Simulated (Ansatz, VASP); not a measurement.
Zr3NbTe2: VASP beside Ansatz

```
Zr Nb Te
1.0
     6.10070    0.00000    0.00000
    -3.05035    5.28336    0.00000
     0.00000    0.00000    4.73655
Zr Nb Te
3 1 2
Direct
  0.00000 0.50000 0.98562
  0.50000 0.00000 0.98562
  0.50000 0.50000 0.98562
  0.00000 0.00000 0.23934
  0.66667 0.33333 0.48689
  0.33333 0.66667 0.48689
```

Change from the starting cell: species swapped into the NaSn2Pd3 type (P6mm, No. 183).

Alike in both runs: functional PBE; k mesh 6 × 6 × 8; occupations gaussian, width 0.1 eV; collinear spin.

Ansatz relaxed the structure, and its values are those at the end. VASP's run is a single point on that final structure, the one shown.

|  | VASP | Ansatz |
| --- | --- | --- |
| version | VASP 6.6.1 | Ansatz 0.2.0 |
| potentials or method | VASP PAW PBE potentials, release 64 (Zr_sv, Nb_sv, Te), cutoff 520 eV | scalar-relativistic, plane waves, PAW |
| valence electrons in the cell | 61 | 81 |

|  | VASP | Ansatz | Ansatz less VASP |
| --- | --- | --- | --- |
| gap on the k mesh at the Fermi level (eV) | none | none | - |
| pressure (GPa) | -0.6 | 0.0 | +0.61 |
| rms of the force components (eV/Å) | 0.058 | 0.001 | -0.0568 |
| net moment per atom (μB) | 0.00 | 0.31 | +0.308 |
| size of the moment on the site where the two differ most (μB) | 0.00 | 1.53 | +1.527 |

The net moments are unlike, so the other rows may belong to different states. Site moments also hang on the region over which each program counts them. A gap of «none» marks a metal or a gap that the smearing closes. VASP's potentials hold 61 valence electrons a cell and Ansatz's 81, so a difference there can come from the potentials and not from the codes.

Neither program's run includes spin-orbit coupling.
